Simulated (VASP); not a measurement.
Here is a VASP 6.6.1 calculation.

The input INCAR:

```
ALGO = Normal
EDIFF = 1E-6
EDIFFG = -0.01
ENCUT = 600
GGA = PS
IBRION = 2
ISIF = 4
ISMEAR = 0
LASPH = T
LCHARG = F
LREAL = F
LWAVE = F
NELM = 100
NSW = 50
PREC = Accurate
SIGMA = 0.1
```

Contents of KPOINTS:

```
k-points
0
Gamma
  18 18 14
```

Contents of POSCAR:

```
TiB2
1.0
    2.9594600182      0.0000000000      0.0000000000
   -1.4797300091      2.5629675572      0.0000000000
    0.0000000000      0.0000000000      3.1126593533
Ti B
1 2
Direct
    0.0000000000      0.0000000000      0.0000000000
    0.3333333333      0.6666666667      0.5000000000
    0.6666666667      0.3333333333      0.5000000000
```

Potentials or basis: VASP PAW PBE potentials, release 64 (Ti_sv, B).

Command:

```bash
$ cat potpaw_PBE.64/Ti_sv/POTCAR potpaw_PBE.64/B/POTCAR > POTCAR
$ mpirun -np 1 vasp_std > vasp.out
```

**Question.** Estimate the band gap on the k mesh.

**Answer.** Zero (band 9 reaches 11.21 eV, above the bottom of band 10 at 10.52 eV).

The path:
```tsv
step	energy change (eV)	largest force (eV/Å)	pressure (GPa)	volume (Å³)
1	0.0000	0.0000	18.83	23.61
2	-0.0004	0.0000	18.66	23.61
```

Caveat: the cell differs from its parent crystal (volume scaled by 0.94); the PAW data sets were made with another functional, which shifts forces and pressure a little.
